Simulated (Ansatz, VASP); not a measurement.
# SbS2 in VASP and in Ansatz

```xyz
6
Lattice="5.0977 -2.6646 0.0000 5.0977 2.6646 0.0000 0.0000 0.0000 5.1787" Properties=species:S:1:pos:R:3 pbc="T T T"
Sb    5.0977   -1.1013    3.8840
Sb    5.0977    1.1013    1.2947
S     6.4540   -1.1445    1.2947
S     3.7414   -1.1445    1.2947
S     6.4540    1.1445    3.8840
S     3.7414    1.1445    3.8840
```

Alike in both runs: functional PBE; k mesh 8 × 8 × 8; occupations gaussian, width 0.1 eV; no spin polarisation.

Ansatz relaxed the structure, and its values are those at the end. VASP's run is a single point on that final structure, the one shown.

|  | VASP | Ansatz |
| --- | --- | --- |
| version | VASP 6.6.1 | Ansatz 0.2.0 |
| potentials or method | VASP PAW PBE potentials, release 64 (Sb, S), cutoff 520 eV | scalar-relativistic, plane waves, PAW |
| valence electrons in the cell | 34 | 54 |

|  | VASP | Ansatz | Ansatz less VASP |
| --- | --- | --- | --- |
| gap on the k mesh at the Fermi level (eV) | none | none | - |
| pressure (GPa) | -0.2 | 0.0 | +0.21 |
| rms of the force components (eV/Å) | 0.012 | 0.002 | -0.0098 |

A gap of «none» marks a metal or a gap that the smearing closes. VASP's potentials hold 34 valence electrons a cell and Ansatz's 54, so a difference there can come from the potentials and not from the codes.

Spin-orbit coupling is off throughout.
